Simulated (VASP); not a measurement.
Here is a VASP 6.6.1 calculation.

The input INCAR:

```
SYSTEM = TiO2
  PREC = Accurate
  ENCUT = 520
  EDIFF = 1E-6
  ISMEAR = -1
  SIGMA = 0.1172
  LREAL = Auto
  LASPH = .True.
  NELM = 80
  ALGO = Normal
  ISIF = 2
  LWAVE = .False.
  LCHARG = .False.
  GGA = PE
  NBANDS = 87
  ISYM = 0
```

The input KPOINTS:

```
regular mesh
0
Gamma
  1 1 1
  0 0 0
```

Contents of POSCAR:

```
TiO2
1.0
    5.9678230000     -0.0646880000     -0.1248110000
   -0.0646880000      6.0763150000     -0.0548890000
   -0.1248110000     -0.0548890000      5.9604060000
Ti O
6 12
Direct
    0.9117790068      0.0679797283      0.8545260824
    0.4799397208      0.8048646122      0.6854301486
    0.9697015226      0.4906343859      0.6826873618
    0.7249790998      0.5576186338      0.2331982915
    0.0369784489      0.0230036509      0.4128945184
    0.4409973684      0.0513802593      0.1523147137
    0.9580578123      0.8303344592      0.6944722191
    0.5172462320      0.3438492789      0.2122812712
    0.1133095759      0.1970273270      0.7151948902
    0.9045201130      0.3062442137      0.4064514227
    0.8226090106      0.8673287256      0.2758588022
    0.2512499871      0.6166563796      0.6167820471
    0.6073142775      0.0919288179      0.8159651177
    0.1291266386      0.0447282167      0.0980486081
    0.6798143573      0.5637636783      0.5510733219
    0.3590295311     -0.0155624206      0.4370079201
    0.4860235041      0.7615658633      1.0273859982
    0.8761804638      0.4821951151      0.9947175021
```

Potentials or basis: VASP PAW PBE potentials, release 64 (Ti_sv, O).

The run is started by

```bash
$ cat potpaw_PBE.64/Ti_sv/POTCAR potpaw_PBE.64/O/POTCAR > POTCAR
$ mpirun -np 1 vasp_gam > vasp.out
```

Question: What does it give for the pressure?

Answer: 8.1 GPa.

Question: What does it give for the largest force?

Answer: 5.827 eV/Å.

Forces in eV/Å, atoms in the order of the input:
```
Ti  -1.526 -1.923  5.285
Ti   1.231 -1.847  0.586
Ti  -0.091  1.223 -0.550
Ti  -1.149 -0.637 -0.633
Ti   0.227  1.484  0.215
Ti   0.027  0.153 -1.839
O   -1.298 -0.675 -0.607
O   -1.332 -1.291 -0.832
O    2.288  3.388 -1.519
O    0.709 -0.090 -0.495
O   -1.863 -0.143 -0.355
O    0.141 -0.389  0.433
O   -1.015  0.046  0.441
O    1.197  0.733  0.359
O   -0.596  1.797  2.244
O    1.041 -1.027  0.879
O    0.249  0.006 -0.699
O    1.761 -0.807 -2.912
```

Caveat: the k points lie up to 1.05 Å⁻¹ apart.
